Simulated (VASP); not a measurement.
# Ga2O3 (C2/m) in VASP: single point with LDA

Aim: the single point of Ga2O3 with LDA.

Program: VASP 6.6.1. These are calculated values, not measurements. Logs are shortened: lines on timing, memory, paths and dates and some standing lists are left out, and cuts for length are marked.

## 1. The cell of the first run

The structure is monoclinic, space group C2/m (No. 12). The conventional cell has a = 11.793 Å, b = 3.190 Å, c = 5.633 Å, α = 90.00°, β = 103.00°, γ = 90.00°. Within 2.5 Å of Ga (site symmetry m) lie 6 O at 1.87 to 2.10 Å. Ga (site symmetry m) has 4 O at 1.79 to 1.88 Å within 2.4 Å. O (site symmetry m) has 3 Ga at 1.87 to 1.88 Å within 2.5 Å. Within 2.4 Å of O (site symmetry m) lie 4 Ga at 1.80 to 2.10 Å. O (site symmetry m) has 3 Ga at 1.79 to 1.98 Å within 2.4 Å.

## 2. Single point, LDA

Input file INCAR:

```
  PREC = Accurate
  ENCUT = 520
  EDIFF = 1E-6
  ISMEAR = 0
  SIGMA = 0.02
  LREAL = False
  LASPH = True
  NELM = 60
  ALGO = Normal
  ISIF = 2
  LWAVE = False
  LCHARG = False
  ISYM = 0
  NBANDS = 55
```

Input file KPOINTS:

```
regular mesh
0
Gamma
  8 2 12
```

Input file POSCAR:

```
Ga2O3
1.0
    3.1904749623      0.0000000000      0.0000000000
    0.0000000000     14.1669894172      0.0000000000
   -1.5952374811      5.4360279840      2.2846843056
Ga O
4 6
Direct
    0.0268045639      0.3143101454      0.0536091278
    0.9731954361      0.6856898546      0.9463908722
    0.1142434238      0.7950604284      0.2284868476
    0.8857565762      0.2049395716      0.7715131524
    0.2477759012      0.2557965689      0.4955518024
    0.7522240988      0.7442034311      0.5044481976
    0.2647160489      0.5622023324      0.5294320977
    0.7352839511      0.4377976676      0.4705679023
    0.2750397916      0.8906541239      0.5500795832
    0.7249602084      0.1093458761      0.4499204168
```

Potentials or basis: VASP PAW LDA potentials, release 64 (Ga_d, O).

Command:

```
> cat potpaw_LDA.64/Ga_d/POTCAR potpaw_LDA.64/O/POTCAR > POTCAR
> mpirun -np 1 vasp_std > vasp.out
```

OUTCAR:

```text
PREC = Accurate
   ENCUT = 520
   EDIFF = 1E-6
   ISMEAR = 0
   LREAL = False
   LASPH = True
   NELM = 60
   ISIF = 2
   ISYM = 0

 ion  position               nearest neighbor table
   1  0.027  0.314  0.054-   5 1.87   8 1.95  10 1.98  10 1.98   7 2.10   7 2.10
   2  0.973  0.686  0.946-   6 1.87   7 1.95   9 1.98   9 1.98   8 2.10   8 2.10
   3  0.114  0.795  0.228-  10 1.79   7 1.80   6 1.88   6 1.88
   4  0.886  0.205  0.772-   9 1.79   8 1.80   5 1.88   5 1.88
   5  0.248  0.256  0.496-   1 1.87   4 1.88   4 1.88
   6  0.752  0.744  0.504-   2 1.87   3 1.88   3 1.88
   7  0.265  0.562  0.529-   3 1.80   2 1.95   1 2.10   1 2.10
   8  0.735  0.438  0.471-   4 1.80   1 1.95   2 2.10   2 2.10
   9  0.275  0.891  0.550-   4 1.79   2 1.98   2 1.98
  10  0.725  0.109  0.450-   3 1.79   1 1.98   1 1.98

IMPORTANT INFORMATION: All symmetrisations will be switched off!
NOSYMM: (Re-)initialisation of all symmetry stuff for point group C_1.

----------------------------------------------------------------------------------------

                                     Primitive cell

  volume of cell :     103.2664

  direct lattice vectors                    reciprocal lattice vectors
     3.190474962  0.000000000  0.000000000     0.313432956  0.000000000  0.218848617
     0.000000000 14.166989417  0.000000000     0.000000000  0.070586627 -0.167949191
    -1.595237481  5.436027984  2.284684306     0.000000000  0.000000000  0.437697234

  length of vectors
     3.190474962 14.166989417  6.108597649     0.382275994  0.182179589  0.437697234

  position of ions in fractional coordinates (direct lattice)
     0.026804564  0.314310145  0.053609128
     0.973195436  0.685689855  0.946390872
     0.114243424  0.795060428  0.228486848
     0.885756576  0.204939572  0.771513152
     0.247775901  0.255796569  0.495551802
     0.752224099  0.744203431  0.504448198
     0.264716049  0.562202332  0.529432098
     0.735283951  0.437797668  0.470567902
     0.275039792  0.890654124  0.550079583
     0.724960208  0.109345876  0.449920417

  ion indices of the primitive-cell ions
   primitive index   ion index
                 1           1
                 2           2
                 3           3
                 4           4
                 5           5
                 6           6
                 7           7
                 8           8
                 9           9
                10          10

----------------------------------------------------------------------------------------

 KPOINTS: regular mesh

Automatic generation of k-mesh.
 Grid dimensions read from file:
 generate k-points for:    8    2   12

 Generating k-lattice:

  Cartesian coordinates                     Fractional coordinates (reciprocal lattice)
     0.039179120  0.000000000  0.027356077     0.125000000  0.000000000  0.000000000
     0.000000000  0.035293314 -0.083974595     0.000000000  0.500000000 -0.000000000
     0.000000000  0.000000000  0.036474769     0.000000000  0.000000000  0.083333333

  Length of vectors
     0.047784499  0.091089795  0.036474769

  Shift w.r.t. Gamma in fractional coordinates (k-lattice)
     0.000000000  0.000000000  0.000000000

 -----------------------------------------------------------------------------
|                                                                             |
|           W    W    AA    RRRRR   N    N  II  N    N   GGGG   !!!           |
|           W    W   A  A   R    R  NN   N  II  NN   N  G    G  !!!           |
|           W    W  A    A  R    R  N N  N  II  N N  N  G       !!!           |
|           W WW W  AAAAAA  RRRRR   N  N N  II  N  N N  G  GGG   !            |
|           WW  WW  A    A  R   R   N   NN  II  N   NN  G    G                |
|           W    W  A    A  R    R  N    N  II  N    N   GGGG   !!!           |
|                                                                             |
|     Your reciprocal lattice and k-lattice belong to different lattice       |
|     classes:                                                                |
|                                                                             |
|        The reciprocal lattice is base-centered monoclinic,                  |
|        whereas your k-lattice is triclinic.                                 |
|                                                                             |
|     Results are often still useful ...                                      |
|                                                                             |
 -----------------------------------------------------------------------------

 WARNING: IBZKPT: internal override: KBLOWUP is changed to .FALSE.
      ... skipping the blow-up phase ...

 Subroutine IBZKPT returns following result:
 ===========================================

 Found    100 irreducible k-points:

 Following reciprocal coordinates:
            Coordinates               Weight
  0.000000  0.000000  0.000000      1.000000
  0.125000  0.000000  0.000000      2.000000
  0.250000  0.000000  0.000000      2.000000
  0.375000  0.000000  0.000000      2.000000
  0.500000  0.000000  0.000000      1.000000
  0.000000  0.500000  0.000000      1.000000
[... 16 lines left out ...]
  0.500000  0.500000  0.083333      2.000000
 -0.375000  0.500000  0.083333      2.000000
 [... further k-points ...]
   k-points           NKPTS =    100   k-points in BZ     NKDIM =    100   number of bands    NBANDS=     55
   number of dos      NEDOS =    301   number of ions     NIONS =     10
   total plane-waves  NPLWV = 124416
   dimension x,y,z NGX =    24 NGY =  108 NGZ =   48
   dimension x,y,z NGXF=    48 NGYF=  216 NGZF=   96
   ions per type =               4   6
   NGX,Y,Z   is equivalent  to a cutoff of  12.51, 12.67, 13.06 a.u.
   NGXF,Y,Z  is equivalent  to a cutoff of  25.01, 25.35, 26.13 a.u.
 SYSTEM =  unknown system
   PREC   = accura    normal or accurate (medium, high low for compatibility)
   ISTART =      0    job   : 0-new  1-cont  2-samecut
   ICHARG =      2    charge: 1-file 2-atom 10-const
   ISPIN  =      1    spin polarized calculation?
   LNONCOLLINEAR =      F non collinear calculations
   LSORBIT =      F    spin-orbit coupling
   LASPH  =      T    aspherical Exc in radial PAW
   ENCUT  =  520.0 eV  38.22 Ry    6.18 a.u.   5.93 26.34 11.36*2*pi/ulx,y,z
   NELM   =     60;   NELMIN=  2; NELMDL= -5     # of ELM steps
   EDIFF  = 0.1E-05   stopping-criterion for ELM
   LREAL  =      F    real-space projection
   EDIFFG = 0.1E-04   stopping-criterion for IOM
   NSW    =      0    number of steps for IOM
   IBRION =     -1    ionic relax: 0-MD 1-quasi-New 2-CG
   NFREE  =      0    steps in history (QN), initial steepest desc. (CG)
   ISIF   =      2    stress and relaxation
   ISYM   =      0    0-nonsym 1-usesym 2-fastsym
   POTIM  = 0.5000    time-step for ionic-motion
   TEBEG  =    0.0;   TEEND  =   0.0 temperature during run
   PSTRESS=    0.0 pullay stress
   NELECT =      88.0000    total number of electrons
   NUPDOWN=      -1.0000    fix difference up-down
   EMIN   =  10.00;   EMAX   =-10.00  energy-range for DOS
   EFERMI =   0.00;   METHOD = LEGACY
   ISMEAR =     0;   SIGMA  =   0.02  broadening in eV -4-tet -1-fermi 0-gaus
   EFERMI_NEDOS =   21; number of points for ismear=-14 and -15
   IALGO  =     38    algorithm
   IMIX   =      4    mixing-type and parameters
     AMIX     =   0.40;   BMIX     =  1.00
     AMIX_MAG =   1.60;   BMIX_MAG =  1.00
  volume/ion in A,a.u.               =      10.33        69.69
  Fermi-wavevector in a.u.,A,eV,Ry     =   1.552087  2.933019 32.776075  2.408974
  Thomas-Fermi vector in A             =   2.656513
   LORBIT       =      0    0 simple, 1 ext, 2 COOP (PROOUT), +10 PAW based schemes
   GGA     = CA    functional components
   LHFCALC =     F    Hartree Fock is set to
   AEXX    =    0.0000 exact exchange contribution
   IVDW    =     0    specifies the selected vdW correction
   LEPSILON=     F    determine dielectric tensor
   LRPA    =     F    only Hartree local field effects (RPA)
 non-spin polarized calculation
 Gauss-broadening in eV      SIGMA  =   0.02
  energy-cutoff  :      520.00
  volume of cell :      103.27
 maximum number of plane-waves:      2810
   NGX = 11   NGY = 53   NGZ = 23

 number of electron      87.9999996 magnetization

 Free energy of the ion-electron system (eV)
  ---------------------------------------------------
  ext. energy  EPLUGINS =         0.00000000
  ---------------------------------------------------
  free energy    TOTEN  =       -67.84994559 eV

  energy without entropy =      -67.84994559  energy(sigma->0) =      -67.84994559

 E-fermi :   4.1827     XC(G=0): -12.2921

 val. band max:        4.0077029071   @ k =   0.0000   0.0000   0.0000
 cond. band min:       6.1229601689   @ k =   0.0000   0.0000   0.0000
 fundamental gap:      2.1152572618
 Fermi energy:         4.1826855530

 k-point     1 :       0.0000    0.0000    0.0000
  band No.  band energies     occupation
      1     -15.1296      2.00000
      2     -13.7855      2.00000
      3     -13.6679      2.00000
      4     -13.5465      2.00000
      5     -13.0876      2.00000
      6     -13.0875      2.00000
[... 47 lines left out ...]
     54      14.9093      0.00000
     55      16.2676      0.00000

 k-point     2 :       0.1250    0.0000    0.0000
  band No.  band energies     occupation
      1     -14.9852      2.00000
      2     -13.7908      2.00000
      3     -13.7171      2.00000
      4     -13.4800      2.00000
      5     -13.0959      2.00000
      6     -13.0629      2.00000
[... 47 lines left out ...]
     54      14.6365      0.00000
     55      15.0304      0.00000

 k-point     3 :       0.2500    0.0000    0.0000
  band No.  band energies     occupation
      1     -14.6166      2.00000
      2     -13.7489      2.00000
      3     -13.7467      2.00000
      4     -13.4180      2.00000
      5     -13.1143      2.00000
      6     -13.0468      2.00000
[... 1152 lines left out ...]
 k-point    23 :       0.5000    0.5000    0.0833
  band No.  band energies     occupation
      1     -13.9767      2.00000
      2     -13.9400      2.00000
      3     -13.5993      2.00000
      4     -13.2682      2.00000
      5     -13.1082      2.00000
      6     -13.0868      2.00000
[... 47 lines left out ...]
     54      14.7507      0.00000
     55      15.4013      0.00000

 k-point    24 :      -0.3750    0.5000    0.0833
  band No.  band energies     occupation
      1     -14.2795      2.00000
      2     -13.7855      2.00000
      3     -13.5132      2.00000
      4     -13.3891      2.00000
      5     -13.1448      2.00000
      6     -13.0826      2.00000
[... 47 lines left out ...]
     54      14.7725      0.00000
     55      15.2023      0.00000

 [... further k-points ...]
[... 5 lines left out ...]
  --------------------------------------------------------------------------------------
  -------------------------------------------------------------------------------------
  Total       -9.7107731      4.9171655      3.8242497     -0.0000026     -2.4267450      0.0002812
  in kB     -150.6625379     76.2897689     59.3331926     -0.0000410    -37.6509224      0.0043629
  external PRESSURE =      -5.0131921 kB  Pullay stress =       0.0000000 kB

 VOLUME and BASIS-vectors are now :
 -----------------------------------------------------------------------------
  energy-cutoff  :      520.00
  volume of cell :      103.27
      direct lattice vectors                 reciprocal lattice vectors
     3.190474962  0.000000000  0.000000000     0.313432956  0.000000000  0.218848617
     0.000000000 14.166989417  0.000000000     0.000000000  0.070586627 -0.167949191
    -1.595237481  5.436027984  2.284684306     0.000000000  0.000000000  0.437697234

 POSITION                                       TOTAL-FORCE (eV/Angst)
 -----------------------------------------------------------------------------------
      0.00000      4.74425      0.12248         0.000273     -0.286762      0.269109
      1.59524     14.85877      2.16220        -0.000276      0.286761     -0.269111
      0.00000     12.50567      0.52202        -0.000046      1.099961      0.302066
      1.59524      7.09734      1.76266         0.000054     -1.099962     -0.302066
      0.00000      6.31770      1.13218         0.000120      0.561538      0.409430
      1.59524     13.28532      1.15250        -0.000121     -0.561555     -0.409442
      0.00000     10.84272      1.20959         0.000169     -0.593319      0.282865
      1.59524      8.76030      1.07510        -0.000172      0.593341     -0.282860
      0.00000     15.60814      1.25676        -0.000137     -0.156695      0.555661
      1.59524      3.99488      1.02793         0.000137      0.156692     -0.555651
 -----------------------------------------------------------------------------------
    total drift:                                0.000009      0.000010     -0.000021

  FREE ENERGIE OF THE ION-ELECTRON SYSTEM (eV)
  ---------------------------------------------------
  free  energy   TOTEN  =       -67.8499455854 eV

  energy  without entropy=      -67.8499455854  energy(sigma->0) =      -67.84994559
```

Wall time 19 min (1 thread of Intel Xeon Platinum 8488C (Sapphire Rapids), shared host); peak memory 0.55 GiB.

What came out:

| Item | Value |
| --- | --- |
| Free energy | -67.8499 eV |
| Pressure | -0.5 GPa |
| Largest force | 1.141 eV/Å |
| Band gap on the k mesh | 2.12 eV, direct |

Forces in eV/Å, atoms in the order of the input:
```
Ga   0.000 -0.287  0.269
Ga   0.000  0.287 -0.269
Ga   0.000  1.100  0.302
Ga   0.000 -1.100 -0.302
O    0.000  0.562  0.409
O    0.000 -0.562 -0.409
O    0.000 -0.593  0.283
O    0.000  0.593 -0.283
O    0.000 -0.157  0.556
O    0.000  0.157 -0.556
```

Stress tensor (GPa, compression positive):
```
-15.07   0.00   0.00
  0.00   7.63  -3.77
  0.00  -3.77   5.93
```

Levels at points of the mesh, in eV from the valence-band top:
| k point | band 42 | band 43 | band 44 | band 45 | band 46 | band 47 |
| --- | --- | --- | --- | --- | --- | --- |
| (0.00, 0.00, 0.00) | -0.82 | -0.49 | 0.00 | 2.12 | 5.50 | 5.85 |
| (0.50, 0.00, 0.00) | -1.29 | -0.87 | -0.80 | 6.62 | 6.64 | 7.46 |
| (0.00, 0.50, 0.00) | -0.94 | -0.87 | -0.39 | 4.33 | 4.52 | 6.16 |
| (0.50, 0.50, 0.00) | -0.88 | -0.59 | -0.16 | 5.44 | 6.48 | 7.00 |
| (0.00, 0.00, 0.50) | -1.14 | -0.59 | -0.12 | 4.46 | 4.71 | 4.75 |
| (0.50, 0.00, 0.50) | -1.29 | -0.87 | -0.80 | 6.62 | 6.64 | 7.46 |
| (0.00, 0.50, 0.50) | -0.93 | -0.91 | -0.21 | 4.81 | 4.83 | 5.88 |
| (0.50, 0.50, 0.50) | -0.88 | -0.59 | -0.16 | 5.44 | 6.48 | 7.00 |

Caveat: the k points lie up to 0.57 Å⁻¹ apart; forces of over 1 eV/Å act on the atoms, so gaps and moduli don't describe the material at rest. As with any semilocal functional, this LDA gap is likely too small.
